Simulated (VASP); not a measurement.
Input of a VASP 6.6.1 run:

Contents of INCAR:

```
SYSTEM = CuO
  ALGO = Normal
  EDIFF = 1E-7
  EDIFFG = -0.01
  ENCUT = 600
  GGA = PS
  IBRION = 2
  ISIF = 3
  ISMEAR = -1
  LASPH = .TRUE.
  LCHARG = .FALSE.
  LREAL = .FALSE.
  LWAVE = .FALSE.
  NELM = 80
  NSW = 60
  PREC = Accurate
  SIGMA = 0.05
```

Contents of KPOINTS:

```
k-points
0
G
  10 10 5
  0 0 0
```

Contents of POSCAR:

```
CuO
1.0
    2.3418500000     -1.7113000000      0.0000000000
    2.3418500000      1.7113000000      0.0000000000
   -0.8500274268      0.0000000000      5.0578693947
Cu O
2 2
Direct
    0.5000000000      0.0000000000      0.5000000000
    0.0000000000      0.5000000000      0.0000000000
    0.4184000000      0.5816000000      0.7500000000
    0.5816000000      0.4184000000      0.2500000000
```

Potentials or basis: VASP PAW PBE potentials, release 64 (Cu, O).

Command:

```sh
$ cat potpaw_PBE.64/Cu/POTCAR potpaw_PBE.64/O/POTCAR > POTCAR
$ mpirun -np 1 vasp_std > vasp.out
```

(1) Predict the relaxed volume.

(2) What does it give for the space group after relaxing (to 0.1 Å)?

(3) What does it give for the relaxed cell?

Results:

(1) 10.68 Å³/atom.

(2) Cccm (No. 66).

(3) a = 2.896 Å, b = 2.896 Å, c = 5.100 Å, α = 90.45°, β = 90.45°, γ = 87.24°.

Caveat: the PAW data sets were made with another functional, which shifts forces and pressure a little.
